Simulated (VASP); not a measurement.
# La (Fm-3m) in VASP: a series of runs, part 2 of 2

VASP 6.6.1. The steps go on from the part before.

### 4 Single point, revPBE (35.56 Å³/atom)

This run uses another cell than the first one, of 35.56 Å³/atom.

The input, INCAR:

```
ALGO = Normal
EDIFF = 1E-6
ENCUT = 520
GGA = RE
ISIF = 2
ISMEAR = -1
LASPH = T
LCHARG = F
LREAL = F
LWAVE = F
NBANDS = 12
NELM = 100
PREC = Accurate
SIGMA = 0.1
```

The input, KPOINTS:

```
k-points
0
Gamma
  11 11 11
```

The input, POSCAR:

```
La
1.0
    0.0000000000      2.6101097067      2.6101097067
    2.6101097067      0.0000000000      2.6101097067
    2.6101097067      2.6101097067      0.0000000000
La
1
Direct
    0.0000000000      0.0000000000      0.0000000000
```

Run with:

```
> cat potpaw_PBE.64/La/POTCAR > POTCAR
> mpirun -np 1 vasp_std > vasp.out
```

Run time: 43 s. Hardware: 1 thread of Intel Xeon Platinum 8259CL at 2.50GHz (Skylake/Cascade Lake), shared host; peak memory 0.18 GiB.

Results (log left out):

```yaml
Free_energy: -4.6150 eV
Pressure: 2.2 GPa
Band_gap_on_the_k_mesh: zero (an odd number of electrons rules out a gap without spin polarisation)
```

Levels at points of the mesh, in eV from the Fermi level:
```tsv
k point	band 3	band 4	band 5	band 6	band 7	band 8
(0.00, 0.00, 0.00)	-15.73	-15.73	-3.10	1.37	1.54	1.54
```

Caveat: the PAW data sets were made with another functional, which shifts forces and pressure a little; spin-orbit coupling is left out, which moves the levels of the heavy elements.

### 5 Single point, revPBE (37.11 Å³/atom)

This run uses another cell than the first one, of 37.11 Å³/atom.

The input, INCAR:

```
SYSTEM = La
PREC = Accurate ; ENCUT = 520
EDIFF = 1E-6 ; ISMEAR = -1
SIGMA = 0.1 ; LREAL = .FALSE.
LASPH = .TRUE. ; NELM = 80
ALGO = Normal ; ISIF = 2
LWAVE = .FALSE. ; LCHARG = .TRUE.
GGA = RE ; LELF = .TRUE.
LVHAR = .TRUE. ; NBANDS = 12
```

The input, KPOINTS:

```
regular mesh
0
G
  11 11 11
  0 0 0
```

The input, POSCAR:

```
La
1.0
    0.0000000000      2.6474020266      2.6474020266
    2.6474020266      0.0000000000      2.6474020266
    2.6474020266      2.6474020266      0.0000000000
La
1
Direct
    0.0000000000      0.0000000000      0.0000000000
```

Potentials or basis: VASP PAW PBE potentials, release 64 (La).

Run with:

```
> cat potpaw_PBE.64/La/POTCAR > POTCAR
> mpirun -np 1 vasp_std > vasp.out
```

OUTCAR:

```text
SYSTEM = La
   PREC = Accurate
   ENCUT = 520
   EDIFF = 1E-6
   ISMEAR = -1
   LREAL = .FALSE.
   LASPH = .TRUE.
   NELM = 80
   ISIF = 2
   GGA = RE

 ion  position               nearest neighbor table
   1  0.000  0.000  0.000-

  LATTYP: Found a face centered cubic cell.
 ALAT       =     5.2948040532

  Lattice vectors:

 A1 = (   0.0000000000,   2.6474020266,   2.6474020266)
 A2 = (   2.6474020266,   0.0000000000,   2.6474020266)
 A3 = (   2.6474020266,   2.6474020266,   0.0000000000)

Analysis of symmetry for initial positions (statically):
=====================================================================
 Subroutine PRICEL returns:
 Original cell was already a primitive cell.

 Routine SETGRP: Setting up the symmetry group for a
 face centered cubic supercell.

 Subroutine GETGRP returns: Found 48 space group operations
 (whereof 48 operations were pure point group operations)
 out of a pool of 48 trial point group operations.

The static configuration has the point symmetry O_h .

Analysis of symmetry for dynamics (positions and initial velocities):
[... 165 lines left out ...]
      1     -24.9272      2.00000
      2      -7.9478      2.00000
      3      -7.9478      2.00000
      4      -7.9478      2.00000
      5       4.7782      2.00000
      6       9.2566      0.00000
      7       9.4331      0.00000
      8       9.4331      0.00000
      9       9.4331      0.00000
     10       9.7576      0.00000
     11       9.7576      0.00000
     12       9.7576      0.00000
[... 331 lines left out ...]
 k-point    24 :      -0.1818    0.1818    0.0000
  band No.  band energies     occupation
      1     -24.7985      2.00000
      2      -8.7370      2.00000
      3      -8.2784      2.00000
      4      -8.0343      2.00000
      5       6.7241      1.99999
      6       8.0701      0.37547
      7       8.8260      0.00024
      8       9.5918      0.00000
      9       9.5935      0.00000
     10       9.8918      0.00000
     11       9.9338      0.00000
     12      10.2166      0.00000

 [... further k-points ...]

------------------------ aborting loop because EDIFF is reached ----------------------------------------

  FORCE on cell =-STRESS in cart. coord.  units (eV):
  Direction    XX          YY          ZZ          XY          YZ          ZX
  --------------------------------------------------------------------------------------
  -------------------------------------------------------------------------------------
  Total        0.2209289      0.2209289      0.2209289     -0.0000000     -0.0000000     -0.0000000
  in kB        9.5383540      9.5383540      9.5383540     -0.0000000     -0.0000000     -0.0000000
  external PRESSURE =       9.5383540 kB  Pullay stress =       0.0000000 kB

 VOLUME and BASIS-vectors are now :
 -----------------------------------------------------------------------------
  energy-cutoff  :      520.00
  volume of cell :       37.11
      direct lattice vectors                 reciprocal lattice vectors
     0.000000000  2.647402027  2.647402027    -0.188864402  0.188864402  0.188864402
     2.647402027  0.000000000  2.647402027     0.188864402 -0.188864402  0.188864402
     2.647402027  2.647402027  0.000000000     0.188864402  0.188864402 -0.188864402

 POSITION                                       TOTAL-FORCE (eV/Angst)
 -----------------------------------------------------------------------------------
      0.00000      0.00000      0.00000         0.000000      0.000000      0.000000
 -----------------------------------------------------------------------------------
    total drift:                                0.000000      0.000000      0.000000

  FREE ENERGIE OF THE ION-ELECTRON SYSTEM (eV)
  ---------------------------------------------------
  free  energy   TOTEN  =        -4.6301777181 eV

  energy  without entropy=       -4.5705878404  energy(sigma->0) =       -4.60038278
```

It took 50 s on 1 thread of Intel Xeon Platinum 8259CL at 2.50GHz (Skylake/Cascade Lake), shared host; peak memory 0.18 GiB.

What came out:

```yaml
Free_energy: -4.6302 eV
Pressure: 1.0 GPa
Band_gap_on_the_k_mesh: zero (an odd number of electrons rules out a gap without spin polarisation)
```

Levels at points of the mesh, in eV from the Fermi level:
```csv
k point,band 1,band 2,band 3,band 4,band 5,band 6,band 7,band 8,band 9,band 10
"(0.00, 0.00, 0.00)",-32.85,-15.87,-15.87,-15.87,-3.15,1.33,1.51,1.51,1.51,1.83
```

Caveat: the PAW data sets were made with another functional, which shifts forces and pressure a little; spin-orbit coupling is left out, which moves the levels of the heavy elements.

### 6 Single point, revPBE (38.66 Å³/atom)

The input, INCAR:

```
ALGO     = Normal         # electronic algorithm
EDIFF    = 1E-7           # SCF threshold, eV
ENCUT    = 520            # plane-wave cutoff, eV
GGA      = RE             # functional
ISIF     = 2              # what is computed and relaxed
ISMEAR   = -1             # smearing method
LASPH    = True           # aspherical terms in the spheres
LCHARG   = True           # write CHGCAR
LELF     = True           # ELF
LREAL    = False          # projectors in reciprocal space
LVHAR    = True         
LWAVE    = False          # write WAVECAR
NBANDS   = 12             # bands
NELM     = 100            # most SCF steps
PREC     = Accurate       # precision mode
SIGMA    = 0.1            # smearing width, eV
```

The input, KPOINTS:

```
k-points
0
Gamma
  11 11 11
```

The input, POSCAR:

```
La
1.0
    0.0000000000      2.6836723148      2.6836723148
    2.6836723148      0.0000000000      2.6836723148
    2.6836723148      2.6836723148      0.0000000000
La
1
Direct
    0.0000000000      0.0000000000      0.0000000000
```

Potentials or basis: VASP PAW PBE potentials, release 64 (La).

Run with:

```
> cat potpaw_PBE.64/La/POTCAR > POTCAR
> mpirun -np 1 vasp_std > vasp.out
```

OUTCAR:

```text
EDIFF = 1E-7
   ENCUT = 520
   GGA = RE
   ISIF = 2
   ISMEAR = -1
   LASPH = True
   LREAL = False
   NELM = 100
   PREC = Accurate

 ion  position               nearest neighbor table
   1  0.000  0.000  0.000-

  LATTYP: Found a face centered cubic cell.
 ALAT       =     5.3673446296

  Lattice vectors:

 A1 = (   0.0000000000,   2.6836723148,   2.6836723148)
 A2 = (   2.6836723148,   0.0000000000,   2.6836723148)
 A3 = (   2.6836723148,   2.6836723148,   0.0000000000)

[... 535 lines left out ...]
     11       9.4537      0.00000
     12       9.7130      0.00000

 [... further k-points ...]

------------------------ aborting loop because EDIFF is reached ----------------------------------------

  FORCE on cell =-STRESS in cart. coord.  units (eV):
  Direction    XX          YY          ZZ          XY          YZ          ZX
  --------------------------------------------------------------------------------------
  -------------------------------------------------------------------------------------
  Total       -0.0168077     -0.0168077     -0.0168077     -0.0000000     -0.0000000     -0.0000000
  in kB       -0.6966268     -0.6966268     -0.6966268     -0.0000000     -0.0000000     -0.0000000
  external PRESSURE =      -0.6966268 kB  Pullay stress =       0.0000000 kB

 VOLUME and BASIS-vectors are now :
 -----------------------------------------------------------------------------
  energy-cutoff  :      520.00
  volume of cell :       38.66
      direct lattice vectors                 reciprocal lattice vectors
     0.000000000  2.683672315  2.683672315    -0.186311867  0.186311867  0.186311867
     2.683672315  0.000000000  2.683672315     0.186311867 -0.186311867  0.186311867
     2.683672315  2.683672315  0.000000000     0.186311867  0.186311867 -0.186311867

 POSITION                                       TOTAL-FORCE (eV/Angst)
 -----------------------------------------------------------------------------------
      0.00000      0.00000      0.00000         0.000000     -0.000000      0.000000
 -----------------------------------------------------------------------------------
    total drift:                                0.000000      0.000000      0.000000

  FREE ENERGIE OF THE ION-ELECTRON SYSTEM (eV)
  ---------------------------------------------------
  free  energy   TOTEN  =        -4.6346340989 eV

  energy  without entropy=       -4.5731888915  energy(sigma->0) =       -4.60391150
```

stdout:

```text
POSCAR found type information on POSCAR La
 POSCAR found :  1 types and       1 ions
 scaLAPACK will be used
 -----------------------------------------------------------------------------
|                                                                             |
|                                                                             |
|     You enforced a specific xc type in the INCAR file but a different       |
|     I HOPE YOU KNOW WHAT YOU ARE DOING!                                     |
|                                                                             |
 -----------------------------------------------------------------------------

 LDA part: xc-table for (Slater+PW92), standard interpolation
 POSCAR, INCAR and KPOINTS ok, starting setup
 FFT: planning ... GRIDC
 FFT: planning ... GRID_SOFT
 FFT: planning ... GRID
 WAVECAR not read
 entering main loop
```

Run time: 61 s. Hardware: 1 thread of Intel Xeon Platinum 8259CL at 2.50GHz (Skylake/Cascade Lake), shared host; peak memory 0.18 GiB.

Results:

```yaml
Free_energy: -4.6346 eV
Pressure: -0.1 GPa
Band_gap_on_the_k_mesh: zero (an odd number of electrons rules out a gap without spin polarisation)
```

Caveat: the PAW data sets were made with another functional, which shifts forces and pressure a little; spin-orbit coupling is left out, which moves the levels of the heavy elements.

### 7 Overview

```csv
cell,k mesh,gap on the mesh (eV),pressure (GPa)
"a = 3.795 Å, angles 60.0°, 1 atom",10 × 10 × 10,none,0.1
"a = 3.637 Å, angles 60.0°, 1 atom",11 × 11 × 11,none,3.6
"a = 3.691 Å, angles 60.0°, 1 atom",11 × 11 × 11,none,2.2
"a = 3.744 Å, angles 60.0°, 1 atom",11 × 11 × 11,none,1.0
"a = 3.795 Å, angles 60.0°, 1 atom",11 × 11 × 11,none,-0.1
```

Alike in all rows: task single point; level revPBE; potentials or basis VASP PAW PBE potentials, release 64 (La); no spin polarisation; cutoff (eV) 520; smearing fermi-dirac 0.1 eV.

Caveats: the PAW data sets were made with another functional, which shifts forces and pressure a little; spin-orbit coupling is left out, which moves the levels of the heavy elements; the cell stands under pressure (at least some runs).

Total energies depend on the potentials used, so only differences within one code and one set of settings carry meaning.
